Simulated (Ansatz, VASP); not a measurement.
Two plane-wave programs on Au

File POSCAR:

```
Au
1.0
   -1.6572690000      1.6572690000      1.6572690000
    1.6572690000     -1.6572690000      1.6572690000
    1.6572690000      1.6572690000     -1.6572690000
Au
1
Direct
    0.0000000000      0.0000000000      0.0000000000
```

INCAR.step1

```
SYSTEM = Au
PREC = Accurate ; ENCUT = 600
ISMEAR = -1 ; SIGMA = 0.05
LREAL = .False. ; LASPH = .True.
NELM = 100 ; GGA = PE
ALGO = Normal ; EDIFF = 1E-4
LWAVE = .True. ; LCHARG = .False.
```

Contents of INCAR.step2:

```
SYSTEM = Au
PREC = Accurate ; ENCUT = 600
EDIFF = 1E-6 ; ISMEAR = -1
SIGMA = 0.05 ; LREAL = .False.
LASPH = .True. ; NELM = 100
ALGO = Normal ; ISIF = 3
LWAVE = .False. ; LCHARG = .False.
METAGGA = R2SCAN ; LMIXTAU = .True.
IBRION = 2 ; NSW = 60
EDIFFG = -0.01 ; ISTART = 1
```

KPOINTS

```
regular mesh
0
Gamma
  11 11 11
  0 0 0
```

input.yaml

```yaml
crystal:
  lattice:
    - [-1.657269, 1.657269, 1.657269]
    - [1.657269, -1.657269, 1.657269]
    - [1.657269, 1.657269, -1.657269]
  atoms:
    - { symbol: Au, position: [0.0, 0.0, 0.0] }
hamiltonian:
  xc: r2scan
  pseudopotentials: { kind: paw }
kpoints:
  mp_grid: { grid: [11, 11, 11] }
scf:
  occupations: { method: fermi_dirac, width: 0.05 }
output:
  forces: true
  stress: true
  eigenvalues: true
relax:
  f_tol: 0.01
  max_steps: 40
  cell: { stress_tol: 0.05 }
```

Alike in both runs: task relaxation of cell and atoms; functional r2SCAN; k mesh 11 × 11 × 11; occupations fermi-dirac, width 0.05 eV; no spin polarisation.

```csv
,VASP,Ansatz
version,VASP 6.6.1,Ansatz 0.2.0
potentials or method,"VASP PAW PBE potentials, release 64 (Au)",Ansatz PAW
plane-wave cutoff (eV),600,500
valence electrons in the cell,11,19
```

Ansatz gave:

```
gap on the k mesh at the Fermi level, each at its own relaxed structure (eV) : none
relaxed volume (Å³/atom)                                                     : 17.67
relaxed cell length with the largest relative difference (Å)                 : 2.842
```

**Question.** Which values does VASP return?

**Answer.** gap on the k mesh at the Fermi level, each at its own relaxed structure (eV): none; relaxed volume (Å³/atom): 17.71; relaxed cell length with the largest relative difference (Å): 2.844.

VASP's potentials were made for PBE, not for r2SCAN. A gap of «none» marks a metal or a gap that the smearing closes. VASP's potentials hold 11 valence electrons a cell and Ansatz's 19, so a difference there can come from the potentials and not from the codes.

Spin-orbit coupling is off throughout. Noted on Ansatz's run: the plane-wave basis is chosen anew once the cell has moved, so the energies of steps on either side of that aren't comparable.
